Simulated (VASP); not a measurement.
A run of VASP 6.6.1:

File INCAR:

```
PREC = Accurate ; ENCUT = 600
EDIFF = 1E-6 ; ISMEAR = -1
SIGMA = 0.02 ; LREAL = F
LASPH = T ; NELM = 120
ALGO = Normal ; ISIF = 2
LWAVE = F ; LCHARG = T
GGA = PE ; LELF = T
LVHAR = T ; NBANDS = 11
GGA_COMPAT = F
```

File KPOINTS:

```
regular mesh
0
Gamma
  8 8 8
```

File POSCAR:

```
BeTe
1.0
    0.0000000000      2.8286236255      2.8003373892
    2.8286236255      0.0000000000      2.8003373892
    2.8286236255      2.8286236255      0.0000000000
Be Te
1 1
Direct
    0.0000000000      0.0000000000      0.0000000000
    0.2500000000      0.2500000000      0.2500000000
```

Potentials or basis: VASP PAW PBE potentials, release 64 (Be, Te).

Launch:

```sh
$ cat potpaw_PBE.64/Be/POTCAR potpaw_PBE.64/Te/POTCAR > POTCAR
$ mpirun -np 1 vasp_std > vasp.out
```

Hardware: 1 thread of Intel(R) Xeon(R) Platinum 8488C (Sapphire Rapids), with other jobs on the host.

Problem. Estimate the wall time of this run.

Solution. Wall time 21 s on 1 thread of Intel(R) Xeon(R) Platinum 8488C (Sapphire Rapids), with other jobs on the host, peak memory 0.19 GiB. Counts: scf iterations 13, k points 59.
